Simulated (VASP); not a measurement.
# BaTiO3 (Pm-3m) in VASP: single point with r2SCAN+U

Aim: the single point of BaTiO3 with r2SCAN+U.

All numbers are computed with VASP 6.6.1; they aren't measurements. Logs are shortened: lines on timing, memory, paths and dates and some standing lists are left out, and cuts for length are marked.

### 1 The cell of the first run

Symmetry: Pm-3m, No. 221, cubic system. Conventional cell: a = 4.004 Å, b = 4.004 Å, c = 4.004 Å, α = 90.00°, β = 90.00°, γ = 90.00°. Ba (site symmetry m-3m) has 12 O at 2.83 Å and 8 Ti at 3.47 Å within 3.7 Å. Within 2.7 Å of Ti (site symmetry m-3m) lie 6 O at 2.00 Å. Within 2.7 Å of O (site symmetry 4/mmm) lie 2 Ti at 2.00 Å.

### 2 Single point, r2SCAN+U

POSCAR

```
BaTiO3
1.0
    4.0039724069      0.0000000000      0.0000000000
    0.0000000000      4.0039724069      0.0000000000
    0.0000000000      0.0000000000      4.0039724069
Ba Ti O
1 1 3
Direct
    0.5000000000      0.5000000000      0.5000000000
    0.0000000000      0.0000000000      0.0000000000
    0.5000000000      0.0000000000      0.0000000000
    0.0000000000      0.5000000000      0.0000000000
    0.0000000000      0.0000000000      0.5000000000
```

INCAR.step1

```
SYSTEM = BaTiO3
PREC = Accurate
ENCUT = 910
ISMEAR = 0
SIGMA = 0.02
LREAL = .FALSE.
LASPH = .TRUE.
NELM = 200
LMAXMIX = 4
LDAU = .TRUE.
LDAUTYPE = 2
LDAUL = -1 2 -1
LDAUU = 0 4 0
LDAUJ = 0 0 0
NBANDS = 28
GGA = PE
ALGO = Normal
EDIFF = 1E-5
LWAVE = .TRUE.
LCHARG = .FALSE.
GGA_COMPAT = .FALSE.
```

INCAR.step2

```
SYSTEM = BaTiO3
PREC = Accurate
ENCUT = 910
EDIFF = 1E-6
ISMEAR = 0
SIGMA = 0.02
LREAL = .FALSE.
LASPH = .TRUE.
NELM = 200
ALGO = Normal
ISIF = 2
LWAVE = .FALSE.
LCHARG = .TRUE.
LMAXMIX = 4
LDAU = .TRUE.
LDAUTYPE = 2
LDAUL = -1 2 -1
LDAUU = 0 4 0
LDAUJ = 0 0 0
LDAUPRINT = 1
METAGGA = R2SCAN
LMIXTAU = .TRUE.
LELF = .TRUE.
LVHAR = .TRUE.
NBANDS = 28
ISTART = 1
GGA_COMPAT = .FALSE.
```

KPOINTS

```
Automatic mesh
0
G
  6 6 6
  0 0 0
```

Potentials or basis: VASP PAW PBE potentials, release 64 (Ba_sv, Ti_sv, O_h).

On the command line:

```sh
cat potpaw_PBE.64/Ba_sv/POTCAR potpaw_PBE.64/Ti_sv/POTCAR potpaw_PBE.64/O_h/POTCAR > POTCAR
cp INCAR.step1 INCAR
mpirun -np 1 vasp_std > vasp.out
cp INCAR.step2 INCAR
mpirun -np 1 vasp_std > vasp.out
```

OUTCAR:

```text
SYSTEM = BaTiO3
   PREC = Accurate
   ENCUT = 910
   EDIFF = 1E-6
   ISMEAR = 0
   LREAL = .FALSE.
   LASPH = .TRUE.
   NELM = 200
   ISIF = 2
   METAGGA = R2SCAN
   ISTART = 1

 ion  position               nearest neighbor table
   1  0.500  0.500  0.500-   3 2.83   4 2.83   5 2.83   3 2.83   4 2.83   3 2.83   5 2.83   3 2.83
                             4 2.83   5 2.83   4 2.83   5 2.83   2 3.47   2 3.47   2 3.47   2 3.47
   2  0.000  0.000  0.000-   3 2.00   4 2.00   5 2.00   5 2.00   4 2.00   3 2.00   1 3.47   1 3.47
                             1 3.47   1 3.47   1 3.47   1 3.47   1 3.47   1 3.47
   3  0.500  0.000  0.000-   2 2.00   2 2.00   1 2.83   1 2.83   1 2.83   1 2.83
   4  0.000  0.500  0.000-   2 2.00   2 2.00   1 2.83   1 2.83   1 2.83   1 2.83
   5  0.000  0.000  0.500-   2 2.00   2 2.00   1 2.83   1 2.83   1 2.83   1 2.83

  LATTYP: Found a simple cubic cell.
 ALAT       =     4.0039724069

  Lattice vectors:

 A1 = (   4.0039724069,   0.0000000000,   0.0000000000)
 A2 = (   0.0000000000,   4.0039724069,   0.0000000000)
 A3 = (   0.0000000000,   0.0000000000,   4.0039724069)

Analysis of symmetry for initial positions (statically):
=====================================================================
 Subroutine PRICEL returns:
 Original cell was already a primitive cell.

 Routine SETGRP: Setting up the symmetry group for a
 simple cubic supercell.

 Subroutine GETGRP returns: Found 48 space group operations
 (whereof 48 operations were pure point group operations)
 out of a pool of 48 trial point group operations.

The static configuration has the point symmetry O_h .

Analysis of symmetry for dynamics (positions and initial velocities):
=====================================================================
 Subroutine PRICEL returns:
 Original cell was already a primitive cell.

 Routine SETGRP: Setting up the symmetry group for a
 simple cubic supercell.

 Subroutine GETGRP returns: Found 48 space group operations
 (whereof 48 operations were pure point group operations)
 out of a pool of 48 trial point group operations.

The dynamic configuration has the point symmetry O_h .

 Subroutine INISYM returns: Found 48 space group operations
 (whereof 48 operations are pure point group operations),
 and found     1 'primitive' translations

----------------------------------------------------------------------------------------

                                     Primitive cell

  volume of cell :      64.1909

  direct lattice vectors                    reciprocal lattice vectors
     4.003972407  0.000000000  0.000000000     0.249751971  0.000000000  0.000000000
     0.000000000  4.003972407  0.000000000     0.000000000  0.249751971  0.000000000
     0.000000000  0.000000000  4.003972407     0.000000000  0.000000000  0.249751971

  length of vectors
     4.003972407  4.003972407  4.003972407     0.249751971  0.249751971  0.249751971

  position of ions in fractional coordinates (direct lattice)
     0.500000000  0.500000000  0.500000000
     0.000000000  0.000000000  0.000000000
     0.500000000  0.000000000  0.000000000
     0.000000000  0.500000000  0.000000000
     0.000000000  0.000000000  0.500000000

  ion indices of the primitive-cell ions
   primitive index   ion index
                 1           1
                 2           2
                 3           3
                 4           4
                 5           5

----------------------------------------------------------------------------------------

[... 51 lines left out ...]
   ions per type =               1   1   3
   NGX,Y,Z   is equivalent  to a cutoff of  16.61, 16.61, 16.61 a.u.
   NGXF,Y,Z  is equivalent  to a cutoff of  33.22, 33.22, 33.22 a.u.
 SYSTEM =  BaTiO3
   PREC   = accura    normal or accurate (medium, high low for compatibility)
   ISTART =      1    job   : 0-new  1-cont  2-samecut
   ICHARG =      0    charge: 1-file 2-atom 10-const
   ISPIN  =      1    spin polarized calculation?
   LNONCOLLINEAR =      F non collinear calculations
   LSORBIT =      F    spin-orbit coupling
   LASPH  =      T    aspherical Exc in radial PAW
   ENCUT  =  910.0 eV  66.88 Ry    8.18 a.u.   9.85  9.85  9.85*2*pi/ulx,y,z
   NELM   =    200;   NELMIN=  2; NELMDL=  0     # of ELM steps
   EDIFF  = 0.1E-05   stopping-criterion for ELM
   LREAL  =      F    real-space projection
   EDIFFG = 0.1E-04   stopping-criterion for IOM
   NSW    =      0    number of steps for IOM
   IBRION =     -1    ionic relax: 0-MD 1-quasi-New 2-CG
   NFREE  =      0    steps in history (QN), initial steepest desc. (CG)
   ISIF   =      2    stress and relaxation
   ISYM   =      2    0-nonsym 1-usesym 2-fastsym
   POTIM  = 0.5000    time-step for ionic-motion
   TEBEG  =    0.0;   TEEND  =   0.0 temperature during run
   PSTRESS=    0.0 pullay stress
   NELECT =      40.0000    total number of electrons
   NUPDOWN=      -1.0000    fix difference up-down
   EMIN   =  10.00;   EMAX   =-10.00  energy-range for DOS
   EFERMI =   0.00;   METHOD = LEGACY
   ISMEAR =     0;   SIGMA  =   0.02  broadening in eV -4-tet -1-fermi 0-gaus
   EFERMI_NEDOS =   21; number of points for ismear=-14 and -15
   IALGO  =     38    algorithm
   IMIX   =      4    mixing-type and parameters
     AMIX     =   0.40;   BMIX     =  1.00
     AMIX_MAG =   1.60;   BMIX_MAG =  1.00
  volume/ion in A,a.u.               =      12.84        86.64
  Fermi-wavevector in a.u.,A,eV,Ry     =   1.398311  2.642425 26.603110  1.955273
  Thomas-Fermi vector in A             =   2.521481
   LORBIT       =      0    0 simple, 1 ext, 2 COOP (PROOUT), +10 PAW based schemes
 LDA+U is selected, type is set to LDAUTYPE =  2
   angular momentum for each species LDAUL =    -1    2   -1
   U (eV)           for each species LDAUU =   0.0  4.0  0.0
   J (eV)           for each species LDAUJ =   0.0  0.0  0.0
   METAGGA = R2SCAN    functional components
   LHFCALC =     F    Hartree Fock is set to
   AEXX    =    0.0000 exact exchange contribution
   IVDW    =     0    specifies the selected vdW correction
   LEPSILON=     F    determine dielectric tensor
   LRPA    =     F    only Hartree local field effects (RPA)
 non-spin polarized calculation
 Gauss-broadening in eV      SIGMA  =   0.02
  energy-cutoff  :      910.00
  volume of cell :       64.19
 maximum number of plane-waves:      4032
 NGX is ok and might be reduce to    40
   NGX = 19   NGY = 19   NGZ = 19

atom =   2  type =  2  l = 2

 onsite density matrix

spin component  1

  0.0947  0.0000 -0.0000  0.0000  0.0000
  0.0000  0.0947  0.0000  0.0000  0.0000
 -0.0000  0.0000  0.2338  0.0000  0.0000
  0.0000  0.0000  0.0000  0.0947 -0.0000
  0.0000  0.0000  0.0000 -0.0000  0.2338

spin component  2

  0.0947  0.0000 -0.0000  0.0000  0.0000
  0.0000  0.0947  0.0000  0.0000  0.0000
 -0.0000  0.0000  0.2338  0.0000  0.0000
  0.0000  0.0000  0.0000  0.0947 -0.0000
  0.0000  0.0000  0.0000 -0.0000  0.2338

 occupancies and eigenvectors

  o =  0.0947  v =  0.0000 -0.5968 -0.0000  0.8024 -0.0000  0.0000  0.0000  0.0000  0.0000  0.0000      0.0000  0.0000  0.0000  0.0000  0.0000  0.0000  0.0000  0.0000  0.0000  0.0000
  o =  0.0947  v =  0.0000  0.0000  0.0000  0.0000  0.0000  0.0000 -0.5968 -0.0000  0.8024 -0.0000      0.0000  0.0000  0.0000  0.0000  0.0000  0.0000  0.0000  0.0000  0.0000  0.0000
  o =  0.0947  v =  1.0000  0.0000  0.0000  0.0000  0.0000  0.0000  0.0000  0.0000  0.0000  0.0000      0.0000  0.0000  0.0000  0.0000  0.0000  0.0000  0.0000  0.0000  0.0000  0.0000
  o =  0.0947  v =  0.0000  0.0000  0.0000  0.0000  0.0000  1.0000  0.0000  0.0000  0.0000  0.0000      0.0000  0.0000  0.0000  0.0000  0.0000  0.0000  0.0000  0.0000  0.0000  0.0000
  o =  0.0947  v =  0.0000  0.8024  0.0000  0.5968  0.0000  0.0000  0.0000  0.0000  0.0000  0.0000      0.0000  0.0000  0.0000  0.0000  0.0000  0.0000  0.0000  0.0000  0.0000  0.0000
  o =  0.0947  v =  0.0000  0.0000  0.0000  0.0000  0.0000  0.0000  0.8024  0.0000  0.5968  0.0000      0.0000  0.0000  0.0000  0.0000  0.0000  0.0000  0.0000  0.0000  0.0000  0.0000
  o =  0.2338  v =  0.0000  0.0000  0.0000  0.0000  0.0000  0.0000  0.0000  0.0056 -0.0000 -1.0000      0.0000  0.0000  0.0000  0.0000  0.0000  0.0000  0.0000  0.0000  0.0000  0.0000
  o =  0.2338  v =  0.0000  0.0000  0.0056 -0.0000 -1.0000  0.0000  0.0000  0.0000  0.0000  0.0000      0.0000  0.0000  0.0000  0.0000  0.0000  0.0000  0.0000  0.0000  0.0000  0.0000
  o =  0.2338  v =  0.0000  0.0000  0.0000  0.0000  0.0000  0.0000  0.0000 -1.0000  0.0000 -0.0056      0.0000  0.0000  0.0000  0.0000  0.0000  0.0000  0.0000  0.0000  0.0000  0.0000
  o =  0.2338  v =  0.0000  0.0000 -1.0000  0.0000 -0.0056  0.0000  0.0000  0.0000  0.0000  0.0000      0.0000  0.0000  0.0000  0.0000  0.0000  0.0000  0.0000  0.0000  0.0000  0.0000

 number of electron      40.0000008 magnetization

 Free energy of the ion-electron system (eV)
  ---------------------------------------------------
  ext. energy  EPLUGINS =         0.00000000
  ---------------------------------------------------
  free energy    TOTEN  =       -71.69647369 eV

  energy without entropy =      -71.69647369  energy(sigma->0) =      -71.69647369

 E-fermi :   4.2216     XC(G=0): -11.9227

 val. band max:        4.0103552598   @ k =   0.5000   0.5000   0.5000
 cond. band min:       6.6829040190   @ k =   0.0000   0.0000   0.0000
 fundamental gap:      2.6725487592
 Fermi energy:         4.2215630314

 k-point     1 :       0.0000    0.0000    0.0000
  band No.  band energies     occupation
      1     -55.9406      2.00000
      2     -31.0459      2.00000
      3     -31.0459      2.00000
      4     -31.0459      2.00000
      5     -21.4633      2.00000
      6     -13.9011      2.00000
[... 609 lines left out ...]
     27      12.0993      0.00000
     28      12.0994      0.00000

------------------------ aborting loop because EDIFF is reached ----------------------------------------

  FORCE on cell =-STRESS in cart. coord.  units (eV):
  Direction    XX          YY          ZZ          XY          YZ          ZX
  --------------------------------------------------------------------------------------
  -------------------------------------------------------------------------------------
  Total        1.4518961      1.4518961      1.4518961      0.0000000      0.0000000      0.0000000
  in kB       36.2387230     36.2387230     36.2387230      0.0000000      0.0000000      0.0000000
  external PRESSURE =      36.2387230 kB  Pullay stress =       0.0000000 kB

 VOLUME and BASIS-vectors are now :
 -----------------------------------------------------------------------------
  energy-cutoff  :      910.00
  volume of cell :       64.19
      direct lattice vectors                 reciprocal lattice vectors
     4.003972407  0.000000000  0.000000000     0.249751971  0.000000000  0.000000000
     0.000000000  4.003972407  0.000000000     0.000000000  0.249751971  0.000000000
     0.000000000  0.000000000  4.003972407     0.000000000  0.000000000  0.249751971

 POSITION                                       TOTAL-FORCE (eV/Angst)
 -----------------------------------------------------------------------------------
      2.00199      2.00199      2.00199         0.000000      0.000000      0.000000
      0.00000      0.00000      0.00000         0.000000      0.000000      0.000000
      2.00199      0.00000      0.00000         0.000000      0.000000      0.000000
      0.00000      2.00199      0.00000         0.000000      0.000000      0.000000
      0.00000      0.00000      2.00199         0.000000      0.000000      0.000000
 -----------------------------------------------------------------------------------
    total drift:                                0.000000      0.000000     -0.000000

  FREE ENERGIE OF THE ION-ELECTRON SYSTEM (eV)
  ---------------------------------------------------
  free  energy   TOTEN  =       -71.6964736889 eV

  energy  without entropy=      -71.6964736889  energy(sigma->0) =      -71.69647369
```

It took 4.5 min on 1 thread of Intel Xeon Platinum 8259CL at 2.50GHz (Skylake/Cascade Lake), shared host; peak memory 0.31 GiB.

What came out:

```yaml
Free_energy: -71.6965 eV
Pressure: 3.6 GPa
Band_gap_on_the_k_mesh: 2.67 eV (least direct gap 2.87 eV)
```

Eigenvalues of the final occupation matrices:
```tsv
site	spin	trace	eigenvalues
site 2 d	1	0.75	0.09 0.09 0.09 0.23 0.23
site 2 d	2	0.75	0.09 0.09 0.09 0.23 0.23
```

Caveat: the cutoff is under 1.25 times the usual one of these potentials, so pressure, stress and relaxed cells hold a basis-set (Pulay) error; the cell stands under pressure; the PAW data sets were made with another functional, which shifts forces and pressure a little; spin-orbit coupling is left out, which moves the levels of the heavy elements. A k mesh can miss the band edges.
